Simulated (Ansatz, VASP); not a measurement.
## Two plane-wave programs on MnHg

Contents of INCAR:

```
PREC = Accurate
ENCUT = 520
EDIFF = 1E-8
ISMEAR = -1
SIGMA = 0.08
LREAL = F
LASPH = T
NELM = 150
ALGO = Normal
ISIF = 2
LWAVE = F
LCHARG = F
ISPIN = 2
MAGMOM = 4 0
LORBIT = 11
LMAXMIX = 4
GGA = PE
LEFG = T
NBANDS = 24
```

KPOINTS

```
Automatic mesh
0
Gamma
  10 10 10
```

Contents of POSCAR:

```
MnHg
1.0
    3.3478239169      0.0000000000      0.0000000000
    0.0000000000      3.3478239169      0.0000000000
    0.0000000000      0.0000000000      3.3478239169
Mn Hg
1 1
Direct
    0.5000000000      0.5000000000      0.5000000000
    0.0000000000      0.0000000000      0.0000000000
```

Input for Ansatz:

```yaml
crystal:
  lattice:
    - [3.3478239169, 0.0, 0.0]
    - [0.0, 3.3478239169, 0.0]
    - [0.0, 0.0, 3.3478239169]
  atoms:
    - { symbol: Mn, position: [0.5, 0.5, 0.5], spin: 4.0 }
    - { symbol: Hg, position: [0.0, 0.0, 0.0] }
magnetization:
  spin_polarized: true
kpoints:
  mp_grid: { grid: [10, 10, 10] }
scf:
  occupations: { method: fermi_dirac, width: 0.08 }
hamiltonian:
  xc: pbe
  pseudopotentials: { kind: paw }
output:
  forces: true
  stress: true
  eigenvalues: true
  efg: { contact_densities: true }
```

Change from the starting cell: volume scaled by 1.03, PAW files.

Alike in both runs: task electric field gradients; functional PBE; k mesh 10 × 10 × 10; occupations fermi-dirac, width 0.08 eV; collinear spin.

```csv
,VASP,Ansatz
version,VASP 6.6.1,Ansatz 0.2.0
potentials or method,"VASP PAW PBE potentials, release 64 (Mn_pv, Hg)","PAW with Ansatz's default frozen-core files, scalar-relativistic"
plane-wave cutoff (eV),520,420
valence electrons in the cell,25,35
```

Ansatz gave:

* pressure (GPa): -1.7
* net moment per atom (μB): 1.98
* size of the moment on the site where the two differ most (μB): 3.93

Q: Estimate VASP's values.

A: Pressure (GPa): -1.3; net moment per atom (μB): 1.98; size of the moment on the site where the two differ most (μB): 3.87.

Site moments also hang on the region over which each program counts them. The functional is the same, so the differences come from potentials, cutoffs and numerics. VASP's potentials hold 25 valence electrons a cell and Ansatz's 35, so a difference there can come from the potentials and not from the codes.

Spin-orbit coupling is off throughout.
